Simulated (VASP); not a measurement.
Crystal: AlN (scanv).

```
CELL_PARAMETERS angstrom
0.00000 2.03452 2.03452
2.03452 0.00000 2.03452
2.03452 2.03452 0.00000
ATOMIC_POSITIONS crystal
Al 0.50000 0.50000 0.50000
N 0.00000 0.00000 0.00000
```

* Program: VASP 6.6.1
* Task: relaxation of cell and atoms
* Functional: r2SCAN
* Dispersion: rVV10
* Potentials or basis: VASP PAW PBE potentials, release 64 (Al, N)
* Cutoff: 660 eV
* k mesh: 10 × 10 × 10
* Occupations: gaussian, width 0.02 eV
* Spin: no spin polarisation

At the start: pressure -7.6 GPa; volume 8.42 Å³/atom.

Problem. How do energy, volume and symmetry change on relaxing?

Solution. Over 16 steps the energy falls by 6.0 meV/atom and the volume is 8.18 Å³/atom (-2.8 %); space group Fm-3m (No. 225, to 0.05 Å).

Step by step:
| step | energy change (eV) | largest force (eV/Å) | pressure (GPa) | volume (Å³) |
| --- | --- | --- | --- | --- |
| 1 | 0.0000 | 0.0000 | -7.64 | 16.84 |
| 2 | 0.0010 | 0.0000 | 8.91 | 15.88 |
| 3 | -0.0119 | 0.0000 | 0.07 | 16.36 |
| 4 | -0.0119 | 0.0000 | -0.10 | 16.37 |
| 5 | -0.0119 | 0.0000 | -0.09 | 16.37 |
| 6 | -0.0119 | 0.0000 | -0.09 | 16.37 |
| 7 | -0.0119 | 0.0000 | -0.09 | 16.37 |
| 8 | -0.0119 | 0.0000 | -0.09 | 16.37 |
| 9 | -0.0119 | 0.0000 | -0.09 | 16.37 |
| 10 | -0.0119 | 0.0000 | -0.09 | 16.37 |
| 11 | -0.0119 | 0.0000 | -0.09 | 16.37 |
| 12 | -0.0119 | 0.0000 | -0.08 | 16.37 |
| 13 | -0.0119 | 0.0000 | -0.08 | 16.37 |
| 14 | -0.0119 | 0.0000 | -0.07 | 16.37 |
| 15 | -0.0119 | 0.0000 | -0.04 | 16.37 |
| 16 | -0.0119 | 0.0000 | 0.00 | 16.37 |

Final structure:
```
Al N
1.0
     0.00000    2.01510    2.01510
     2.01510    0.00000    2.01510
     2.01510    2.01510    0.00000
Al N
1 1
Direct
  0.50000 0.50000 0.50000
  0.00000 0.00000 0.00000
```

Caveat: the PAW data sets were made with another functional, which shifts forces and pressure a little.
